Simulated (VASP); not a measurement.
A run of VASP 6.6.1 is set up as follows.

File INCAR:

```
PREC = Accurate ; ENCUT = 520
EDIFF = 1E-7 ; ISMEAR = 0
SIGMA = 0.1 ; LREAL = False
LASPH = True ; NELM = 100
ALGO = Normal ; ISIF = 2
LWAVE = False ; LCHARG = False
GGA = PE ; NBANDS = 30
```

The input KPOINTS:

```
Automatic mesh
0
Gamma
  4 4 4
```

File POSCAR:

```
AlW3
1.0
    0.0000000000      3.4189352100      3.4189352100
    3.4189352100      0.0000000000      3.4189352100
    3.4189352100      3.4189352100      0.0000000000
Al W
1 3
Direct
    0.0000000000      0.0000000000      0.0000000000
    0.2500000000      0.2500000000      0.2500000000
    0.7500000000      0.7500000000      0.7500000000
    0.5000000000      0.5000000000      0.5000000000
```

Potentials or basis: VASP PAW PBE potentials, release 64 (Al, W_sv).

Launch:

```bash
$ cat potpaw_PBE.64/Al/POTCAR potpaw_PBE.64/W_sv/POTCAR > POTCAR
$ mpirun -np 1 vasp_std > vasp.out
```

(1) Predict the band gap on the k mesh.

(2) Estimate the pressure.

Answers

(1) zero (an odd number of electrons rules out a gap without spin polarisation).

(2) -35.7 GPa.

Caveat: the k points lie up to 0.40 Å⁻¹ apart, too coarse for converged energies and pressures of a metal; spin-orbit coupling is left out, which moves the levels of the heavy elements.
